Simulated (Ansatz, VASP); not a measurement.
## WS2 in VASP and in Ansatz

```
W S
1.0
     3.14578    0.00000    0.00000
    -1.57289    2.72432    0.00000
     0.00000    0.00000   17.80109
W S
1 2
Direct
  0.33333 0.66667 0.00000
  0.66667 0.33333 0.90758
  0.66667 0.33333 0.09242
```

Change from the starting cell: strain +0.000 along x and y, +0.050 along z, atoms carried along.

Alike in both runs: task single point; functional PBEsol; k mesh 12 × 12 × 2; occupations gaussian, width 0.05 eV; no spin polarisation.

```csv
,VASP,Ansatz
version,VASP 6.6.1,Ansatz 0.2.0
potentials or method,"VASP PAW PBE potentials, release 64 (W_sv, S), cutoff 520 eV","scalar-relativistic, plane waves, PAW"
valence electrons in the cell,26,26
```

VASP gave:

* gap on the k mesh at the Fermi level (eV): 1.71
* least direct gap on the mesh (eV): 2.13
* rms of the force components (eV/Å): 0.672

Q: What did Ansatz give for the same quantities?

A: gap on the k mesh at the Fermi level (eV): 1.71; least direct gap on the mesh (eV): 2.13; rms of the force components (eV/Å): 0.681.

VASP's potentials were made for PBE, not for PBEsol. Atom by atom the forces differ by 0.009 eV/Å (rms over components). The functional is the same, so the differences come from potentials, cutoffs and numerics.

Spin-orbit coupling is off throughout.
